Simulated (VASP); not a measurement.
CsBr:

```
CELL_PARAMETERS angstrom
4.31938 0.00000 0.00000
0.00000 4.31938 0.00000
0.00000 0.00000 4.31938
ATOMIC_POSITIONS crystal
Cs 0.00000 0.00000 0.00000
Br 0.50000 0.50000 0.50000
```

Base run:

| Quantity | Value |
| --- | --- |
| Program | VASP 6.6.1 |
| Functional | PBE |
| Dispersion | D4 |
| Potentials or basis | VASP PAW PBE potentials, release 64 (Cs_sv, Br) |
| Cutoff | 500 eV |
| k mesh | 4 × 4 × 4 |
| Occupations | gaussian, width 0.01 eV |
| Spin | no spin polarisation |

Its results: band gap on the k mesh 4.42 eV (least direct gap 4.43 eV); pressure 0.1 GPa.

Task: After a change of settings the same cell gave: band gap on the k mesh 4.61 eV (least direct gap 4.62 eV); pressure 0.6 GPa. Which change was it?
A. dispersion from D4 to none; occupations from gaussian, width 0.01 eV to gaussian, width 0.5 eV
B. functional from PBE to PBE-based screened hybrid with 5 % exact exchange; dispersion from D4 to none; cutoff from 500 eV to 400 eV
C. functional from PBE to r2SCAN; dispersion from D4 to none; cutoff from 500 eV to 550 eV
D. functional from PBE to PBE-based screened hybrid with 75 % exact exchange; dispersion from D4 to none; cutoff from 500 eV to 400 eV

Result: B.

Caveats: spin-orbit coupling is left out, which moves the levels of the heavy elements; the PAW data sets were made with another functional, which shifts forces and pressure a little (at least some runs).
